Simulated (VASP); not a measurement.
Write the native input for VASP 6.6.1 that does the following.

- Task: single point
- Functional: PBEsol
- Potentials or basis: VASP PAW PBE potentials, release 64 (Ta_pv, N)
- Cutoff: 520 eV
- k mesh: 15 × 15 × 8
- Occupations: gaussian, width 0.15 eV
- Spin: no spin polarisation
- Dipole correction: no
- Further INCAR settings: ALGO = Fast; EDIFF = 1e-07; NBANDS = 20

The structure of Ta2N lies in POSCAR:

```
Ta2N
1.0
    3.0782595490     -0.0538695421      0.0000000000
   -1.5857821664      2.6927857399      0.0000000000
    0.0000000000      0.0000000000      4.7395141106
Ta N
2 1
Direct
    0.6666666667      0.3333333333      0.7463700642
    0.3333333333      0.6666666667      0.2536299358
    0.0000000000      0.0000000000      0.0000000000
```

This cell differs from its parent crystal: engineering shear strain xy -0.0350, normal strain along z -0.0175.

The input as run:

INCAR

```
PREC = Accurate ; ENCUT = 520
EDIFF = 1E-7 ; ISMEAR = 0
SIGMA = 0.15 ; LREAL = F
LASPH = T ; NELM = 60
ALGO = Fast ; ISIF = 2
LWAVE = F ; LCHARG = F
GGA = PS ; NBANDS = 20
```

KPOINTS

```
regular mesh
0
Gamma
  15 15 8
```

Potentials or basis: VASP PAW PBE potentials, release 64 (Ta_pv, N).

Command:

```sh
$ cat potpaw_PBE.64/Ta_pv/POTCAR potpaw_PBE.64/N/POTCAR > POTCAR
$ mpirun -np 1 vasp_std > vasp.out
```

Results of the run:

```yaml
Pressure: 6.6 GPa
Largest_force: 0.091 eV/Å
Band_gap_on_the_k_mesh: zero (an odd number of electrons rules out a gap without spin polarisation)
```

Caveat: the cell differs from its parent crystal (engineering shear strain xy -0.0350, normal strain along z -0.0175); the cell stands under pressure; the PAW data sets were made with another functional, which shifts forces and pressure a little; spin-orbit coupling is left out, which moves the levels of the heavy elements.

Wall time 13 min on 1 thread of Oxide Virtual Turin-like Processor, with other jobs on the host, peak memory 0.63 GiB.
